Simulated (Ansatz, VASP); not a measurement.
## PbS: VASP beside Ansatz

```
Pb S
1.0
     0.00000    2.92493    2.92493
     2.92493    0.00000    2.92493
     2.92493    2.92493    0.00000
Pb S
1 1
Direct
  0.00000 0.00000 0.00000
  0.50000 0.50000 0.50000
```

Change from the starting cell: volume scaled by 0.96.

Alike in both runs: task single point; functional PBE; k mesh 8 × 8 × 8; occupations fermi-dirac, width 0.01 eV; no spin polarisation.

|  | VASP | Ansatz |
| --- | --- | --- |
| version | VASP 6.6.1 | Ansatz 0.2.0 |
| potentials or method | VASP PAW PBE potentials, release 64 (Pb_d, S), cutoff 520 eV | all-electron LAPW, scalar-relativistic |

```csv
,VASP,Ansatz,Ansatz less VASP
pressure (GPa),5.0,5.1,+0.09
```

Ansatz ran all-electron here, and VASP with PAW potentials.

Neither program's run includes spin-orbit coupling.
